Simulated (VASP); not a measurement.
The system is Pd.

```xyz
1
Lattice="0.0000 1.9587 1.9587 1.9587 0.0000 1.9587 1.9587 1.9587 0.0000" Properties=species:S:1:pos:R:3 pbc="T T T"
Pd    0.0000    0.0000    0.0000
```

```yaml
Program: VASP 6.6.1
Task: relaxation of cell and atoms
Functional: PBEsol
Potentials_or_basis: VASP PAW PBE potentials, release 64 (Pd)
Cutoff: 600 eV
k_mesh: 8 × 8 × 8
Occupations: gaussian, width 0.1 eV
Spin: no spin polarisation
```

At the start: pressure -5.5 GPa; volume 15.03 Å³/atom.

Where does the relaxation end?

Over 3 steps the energy falls by 7.7 meV/atom and the volume is 14.60 Å³/atom (-2.9 %); space group Fm-3m (No. 225, to 0.05 Å).

The path:
```
step  energy change (eV)  largest force (eV/Å)  pressure (GPa)  volume (Å³)
   1              0.0000                0.0000           -5.51        15.03
   2              0.0131                0.0000           10.65        13.93
   3             -0.0077                0.0000           -0.07        14.60
```

Final structure:
```
CELL_PARAMETERS angstrom
0.00000 1.93975 1.93975
1.93975 0.00000 1.93975
1.93975 1.93975 0.00000
ATOMIC_POSITIONS crystal
Pd 0.00000 0.00000 0.00000
```

Caveat: the PAW data sets were made with another functional, which shifts forces and pressure a little.
